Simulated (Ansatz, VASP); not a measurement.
# One calculation of ScAlN2, two programs

Contents of INCAR:

```
SYSTEM = ScAlN2
PREC = Accurate
ENCUT = 520
EDIFF = 1E-6
ISMEAR = 0
SIGMA = 0.01
LREAL = .False.
LASPH = .True.
NELM = 60
ALGO = Normal
ISIF = 2
LWAVE = .False.
LCHARG = .False.
GGA = PE
NBANDS = 20
```

File KPOINTS:

```
Automatic mesh
0
Gamma
  8 8 6
  0 0 0
```

The input POSCAR:

```
ScAlN2
1.0
    3.0446085440      0.0000000000      0.0000000000
    0.0000000000      3.0446085440      0.0000000000
    0.0000000000      0.0000000000      4.3189807810
Sc N Al
1 2 1
Direct
    0.0000000000      0.0000000000      0.0000000000
    0.0000000000      0.0000000000      0.5000000000
    0.5000000000      0.5000000000      0.0000000000
    0.5000000000      0.5000000000      0.5000000000
```

Input for Ansatz:

```yaml
crystal:
  lattice:
    - [3.044608544, 0.0, 0.0]
    - [0.0, 3.044608544, 0.0]
    - [0.0, 0.0, 4.318980781]
  atoms:
    - { symbol: Sc, position: [0.0, 0.0, 0.0] }
    - { symbol: "N", position: [0.0, 0.0, 0.5] }
    - { symbol: Al, position: [0.5, 0.5, 0.5] }
    - { symbol: "N", position: [0.5, 0.5, 0.0] }
kpoints:
  mp_grid: { grid: [8, 8, 6] }
  band_path:
    path:
      - [0.0, 0.0, 0.0]
      - [0.0, 0.5, 0.0]
      - [0.5, 0.5, 0.0]
      - [0.0, 0.0, 0.5]
      - [0.0, 0.5, 0.5]
      - [0.5, 0.5, 0.5]
    npoints: 1
hamiltonian:
  xc: pbe
scf:
  occupations: { method: fixed }
  n_extra_bands: 5
output:
  forces: true
  stress: true
  eigenvalues: true
```

Alike in both runs: task single point; functional PBE; k mesh 8 × 8 × 6; no spin polarisation.

|  | VASP | Ansatz |
| --- | --- | --- |
| version | VASP 6.6.1 | Ansatz 0.2.0 |
| potentials or method | VASP PAW PBE potentials, release 64 (Sc_sv, N, Al) | plane waves, PAW |
| plane-wave cutoff (eV) | 520 | 420 |
| occupations | gaussian, width 0.01 eV | fixed |
| valence electrons in the cell | 24 | 24 |

Ansatz gave:

* gap on the k mesh at the Fermi level (eV): 0.71
* pressure (GPa): 3.5

Problem. Estimate VASP's values.

Solution. gap on the k mesh at the Fermi level (eV): 0.69; pressure (GPa): 4.3.
